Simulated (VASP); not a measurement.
Runs of VASP 6.6.1 on CaO. The structure is that of space group I4/mmm (No. 139), or close to it. The cells are those of the table. 

```tsv
level	cell	k mesh	smearing	gap on the mesh (eV)	pressure (GPa)
PBE	a = 3.307, b = 3.307, c = 3.391 Å, angles 59.2, 59.2, 61.7°, 2 atoms	6 × 6 × 6	gaussian 0.01 eV	3.38	10.7
PBE	a = 3.428, b = 3.428, c = 3.526 Å, angles 59.0, 59.0, 61.9°, 2 atoms	6 × 6 × 6	gaussian 0.01 eV	3.44	-2.4
PBE	a = 3.428, b = 3.428, c = 3.526 Å, angles 59.0, 59.0, 61.9°, 2 atoms	10 × 10 × 10	fermi-dirac 0.02 eV	3.44	-2.4
r2SCAN	a = 3.307, b = 3.307, c = 3.391 Å, angles 59.2, 59.2, 61.7°, 2 atoms	10 × 10 × 10	gaussian 0.01 eV	3.92	8.9
r2SCAN	a = 3.428, b = 3.428, c = 3.526 Å, angles 59.0, 59.0, 61.9°, 2 atoms	10 × 10 × 10	gaussian 0.01 eV	(a)	-4.5
PBE	a = 3.307, b = 3.307, c = 3.391 Å, angles 59.2, 59.2, 61.7°, 2 atoms	10 × 10 × 10	fermi-dirac 0.02 eV	3.38	10.7
```

Alike in all rows: task single point; potentials or basis VASP PAW PBE potentials, release 64 (Ca_sv, O); no spin polarisation; cutoff (eV) 520.

Q: Estimate the missing entries.

A: (a) 3.98.

Caveats: the PAW data sets were made with another functional, which shifts forces and pressure a little (some runs).

A k mesh can miss the band edges.
